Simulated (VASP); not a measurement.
Here is a VASP 6.6.1 calculation.

Contents of INCAR:

```
SYSTEM = Cu
PREC = Accurate
ENCUT = 520
EDIFF = 1E-6
ISMEAR = -1
SIGMA = 0.05
LREAL = .False.
LASPH = .True.
NELM = 100
ALGO = Normal
ISIF = 2
LWAVE = .False.
LCHARG = .True.
GGA = PS
LELF = .True.
LVHAR = .True.
NBANDS = 18
```

File KPOINTS:

```
Automatic mesh
0
Gamma
  11 11 11
  0 0 0
```

POSCAR

```
Cu
1.0
    1.1536375350     -3.7853387199      0.0000000000
    1.1536375350      3.7853387199      0.0000000000
    0.0000000000      0.0000000000      2.3631849549
Cu
2
Direct
    0.8673701650      0.1326298350      0.7500000000
    0.1326298350      0.8673701650      0.2500000000
```

Potentials or basis: VASP PAW PBE potentials, release 64 (Cu).

The run is started by

```bash
$ cat potpaw_PBE.64/Cu/POTCAR > POTCAR
$ mpirun -np 1 vasp_std > vasp.out
```

Question: Predict the pressure.

Answer: 30.8 GPa.

Question: What does it give for the largest force?

Answer: 0.006 eV/Å.

Forces in eV/Å, atoms in the order of the input:
```
Cu   0.000 -0.006  0.000
Cu   0.000  0.006  0.000
```

Caveat: the cell stands under pressure; the PAW data sets were made with another functional, which shifts forces and pressure a little.
